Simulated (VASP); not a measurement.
# ZrH3 (Pm-3m) in VASP: further runs, part 2 of 2

VASP 6.6.1. The steps go on from the part before.

## 3. Relaxation of cell and atoms, PBEsol

This run uses another cell than the first one, of 7.67 Å³/atom, 1.040 times its volume.

INCAR

```
SYSTEM = ZrH3
PREC = Accurate ; ENCUT = 600
EDIFF = 1E-7 ; ISMEAR = -1
SIGMA = 0.1 ; LREAL = .FALSE.
LASPH = .TRUE. ; NELM = 80
ALGO = Normal ; ISIF = 3
LWAVE = .FALSE. ; LCHARG = .FALSE.
GGA = PS ; IBRION = 2
NSW = 80 ; EDIFFG = -0.02
```

KPOINTS

```
regular mesh
0
G
  15 15 15
  0 0 0
```

POSCAR

```
ZrH3
1.0
    3.1300000000      0.0000000000      0.0000000000
    0.0000000000      3.1300000000      0.0000000000
    0.0000000000      0.0000000000      3.1300000000
Zr H
1 3
Direct
    0.0000000000      0.0000000000      0.0000000000
    0.0000000000      0.5000000000      0.5000000000
    0.5000000000      0.0000000000      0.5000000000
    0.5000000000      0.5000000000      0.0000000000
```

Potentials or basis: VASP PAW PBE potentials, release 64 (Zr_sv, H).

On the command line:

```bash
> cat potpaw_PBE.64/Zr_sv/POTCAR potpaw_PBE.64/H/POTCAR > POTCAR
> mpirun -np 1 vasp_std > vasp.out
```

OUTCAR:

```text
SYSTEM = ZrH3
   PREC = Accurate
   ENCUT = 600
   EDIFF = 1E-7
   ISMEAR = -1
   LREAL = .FALSE.
   LASPH = .TRUE.
   NELM = 80
   ISIF = 3
   GGA = PS
   IBRION = 2
   NSW = 80
   EDIFFG = -0.02

 ion  position               nearest neighbor table
   1  0.000  0.000  0.000-   2 2.21   3 2.21   4 2.21   2 2.21   3 2.21   2 2.21   4 2.21   2 2.21
                             3 2.21   4 2.21   3 2.21   4 2.21
   2  0.000  0.500  0.500-   1 2.21   1 2.21   1 2.21   1 2.21
   3  0.500  0.000  0.500-   1 2.21   1 2.21   1 2.21   1 2.21
   4  0.500  0.500  0.000-   1 2.21   1 2.21   1 2.21   1 2.21

  LATTYP: Found a simple cubic cell.
 ALAT       =     3.1300000000

  Lattice vectors:

 A1 = (   3.1300000000,   0.0000000000,   0.0000000000)
 A2 = (   0.0000000000,   3.1300000000,   0.0000000000)
 A3 = (   0.0000000000,   0.0000000000,   3.1300000000)

Analysis of symmetry for initial positions (statically):
=====================================================================
 Subroutine PRICEL returns:
 Original cell was already a primitive cell.

 Routine SETGRP: Setting up the symmetry group for a
 simple cubic supercell.

 Subroutine GETGRP returns: Found 48 space group operations
 (whereof 48 operations were pure point group operations)
 out of a pool of 48 trial point group operations.

The static configuration has the point symmetry O_h .

Analysis of symmetry for dynamics (positions and initial velocities):
=====================================================================
 Subroutine PRICEL returns:
 Original cell was already a primitive cell.

 Routine SETGRP: Setting up the symmetry group for a
 simple cubic supercell.

 Subroutine GETGRP returns: Found 48 space group operations
 (whereof 48 operations were pure point group operations)
 out of a pool of 48 trial point group operations.

The dynamic configuration has the point symmetry O_h .

 Subroutine INISYM returns: Found 48 space group operations
 (whereof 48 operations are pure point group operations),
[... 140 lines left out ...]

 number of electron      15.0000002 magnetization

 Free energy of the ion-electron system (eV)
  ---------------------------------------------------
  ext. energy  EPLUGINS =         0.00000000
  ---------------------------------------------------
  free energy    TOTEN  =       -20.38230042 eV

  energy without entropy =      -20.34995454  energy(sigma->0) =      -20.36612748

------------------------ aborting loop because EDIFF is reached ----------------------------------------

  FORCE on cell =-STRESS in cart. coord.  units (eV):
  Direction    XX          YY          ZZ          XY          YZ          ZX
  --------------------------------------------------------------------------------------
  -------------------------------------------------------------------------------------
  Total       -0.9378494     -0.9378494     -0.9378494     -0.0000000      0.0000000     -0.0000000
  in kB      -49.0016488    -49.0016488    -49.0016488     -0.0000000      0.0000000     -0.0000000
  external PRESSURE =     -49.0016488 kB  Pullay stress =       0.0000000 kB
[... 63 lines left out ...]
--------------------------------------- Ionic step        3  -------------------------------------------

 number of electron      15.0000002 magnetization

 Free energy of the ion-electron system (eV)
  ---------------------------------------------------
  ext. energy  EPLUGINS =         0.00000000
  ---------------------------------------------------
  free energy    TOTEN  =       -20.40039802 eV

  energy without entropy =      -20.36893320  energy(sigma->0) =      -20.38466561

 E-fermi :   8.1017     XC(G=0): -11.4637

 val. band max:        8.0942757058   @ k =   0.2667   0.2667   0.0000
 cond. band min:       8.1094967627   @ k =   0.4000   0.4000   0.2000
 fundamental gap:      0.0152210569
 Fermi energy:         8.1016664915

 k-point     1 :       0.0000    0.0000    0.0000
  band No.  band energies     occupation
      1     -41.0191      2.00000
      2     -18.7455      2.00000
      3     -18.7455      2.00000
      4     -18.7455      2.00000
      5      -2.2823      2.00000
      6       3.8027      2.00000
      7       3.8027      2.00000
      8      11.9609      0.00000
      9      11.9609      0.00000
     10      11.9609      0.00000
     11      14.2241      0.00000
[... 309 lines left out ...]
 k-point    24 :       0.3333    0.2000    0.0000
  band No.  band energies     occupation
      1     -40.9324      2.00000
      2     -19.3453      2.00000
      3     -18.9729      2.00000
      4     -18.6653      2.00000
      5       0.2095      2.00000
      6       3.5223      2.00000
      7       4.9911      2.00000
      8       7.9504      1.63900
      9       9.7035      0.00000
     10      11.0154      0.00000
     11      12.2578      0.00000

 [... further k-points ...]

------------------------ aborting loop because EDIFF is reached ----------------------------------------

  FORCE on cell =-STRESS in cart. coord.  units (eV):
  Direction    XX          YY          ZZ          XY          YZ          ZX
  --------------------------------------------------------------------------------------
  -------------------------------------------------------------------------------------
  Total       -0.0019099     -0.0019099     -0.0019099      0.0000000      0.0000000      0.0000000
  in kB       -0.1036694     -0.1036694     -0.1036694      0.0000000      0.0000000      0.0000000
  external PRESSURE =      -0.1036694 kB  Pullay stress =       0.0000000 kB
[... 19 lines left out ...]
  FREE ENERGIE OF THE ION-ELECTRON SYSTEM (eV)
  ---------------------------------------------------
  free  energy   TOTEN  =       -20.4003980231 eV

  energy  without entropy=      -20.3689332003  energy(sigma->0) =      -20.38466561

 reached required accuracy - stopping structural energy minimisation
```

CONTCAR:

```text
ZrH3
   1.00000000000000
     3.0904891048922662    0.0000000000000000   -0.0000000000000000
    -0.0000000000000000    3.0904891048922662    0.0000000000000000
     0.0000000000000000    0.0000000000000000    3.0904891048922662
  Zr              H
     1     3
Direct
     0.0000000000000000    0.0000000000000000    0.0000000000000000
     0.0000000000000000    0.5000000000000000    0.5000000000000000
     0.5000000000000000    0.0000000000000000    0.5000000000000000
     0.5000000000000000    0.5000000000000000    0.0000000000000000

  0.00000000E+00  0.00000000E+00  0.00000000E+00
  0.00000000E+00  0.00000000E+00  0.00000000E+00
  0.00000000E+00  0.00000000E+00  0.00000000E+00
  0.00000000E+00  0.00000000E+00  0.00000000E+00
```

Wall time 50 s (1 thread of Intel Xeon 6975P-C (Granite Rapids), shared host); peak memory 0.2 GiB.

Results:

```yaml
Free_energy: -20.4004 eV
Relaxed_volume: 7.38 Å³/atom
Relaxed_cell: a = 3.090 Å, b = 3.090 Å, c = 3.090 Å, α = 90.00°, β = 90.00°, γ = 90.00°
Space_group_after_relaxing_to_0.05_Å: Pm-3m (No. 221)
Energy_gained_by_relaxing: 4.5 meV/atom
Ionic_steps: 3
Pressure_after_relaxing: 0.0 GPa
```

Step by step:
| step | energy change (eV) | largest force (eV/Å) | pressure (GPa) | volume (Å³) |
| --- | --- | --- | --- | --- |
| 1 | 0.0000 | 0.0000 | -4.90 | 30.66 |
| 2 | -0.0179 | 0.0000 | -0.55 | 29.64 |
| 3 | -0.0181 | 0.0000 | -0.01 | 29.52 |

Final structure:
```yaml
crystal:
  lattice:
    - [3.09049, 0.00000, 0.00000]
    - [0.00000, 3.09049, 0.00000]
    - [0.00000, 0.00000, 3.09049]
  atoms:
    - { symbol: Zr, position: [0.00000, 0.00000, 0.00000] }
    - { symbol: H, position: [0.00000, 0.50000, 0.50000] }
    - { symbol: H, position: [0.50000, 0.00000, 0.50000] }
    - { symbol: H, position: [0.50000, 0.50000, 0.00000] }
```

Caveat: the PAW data sets were made with another functional, which shifts forces and pressure a little.
